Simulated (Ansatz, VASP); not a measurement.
## Al2Si3N: VASP beside Ansatz

```
CELL_PARAMETERS angstrom
2.87629 1.66062 3.02773
-2.87629 1.66062 3.02773
0.00000 -3.32125 3.02773
ATOMIC_POSITIONS crystal
Al 0.86749 0.86749 0.86749
Al 0.13251 0.13251 0.13251
Si 0.50000 0.00000 0.50000
Si 0.50000 0.50000 0.00000
Si 0.00000 0.50000 0.50000
N 0.50000 0.50000 0.50000
```

Change from the starting cell: species swapped into the Ce2Fe3Rh type (R-3m, No. 166).

Alike in both runs: functional PBE; k mesh 12 × 12 × 12; occupations gaussian, width 0.1 eV; no spin polarisation.

Ansatz relaxed the structure, and its values are those at the end. VASP's run is a single point on that final structure, the one shown.

```csv
,VASP,Ansatz
version,VASP 6.6.1,Ansatz 0.2.0
potentials or method,"VASP PAW PBE potentials, release 64 (Al, Si, N), cutoff 520 eV","scalar-relativistic, plane waves, PAW"
valence electrons in the cell,23,23
```

|  | VASP | Ansatz | Ansatz less VASP |
| --- | --- | --- | --- |
| gap on the k mesh at the Fermi level (eV) | none | none | - |
| pressure (GPa) | 0.0 | 0.0 | +0.03 |
| rms of the force components (eV/Å) | 0.003 | 0.003 | -0.0004 |

A gap of «none» marks a metal or a gap that the smearing closes.
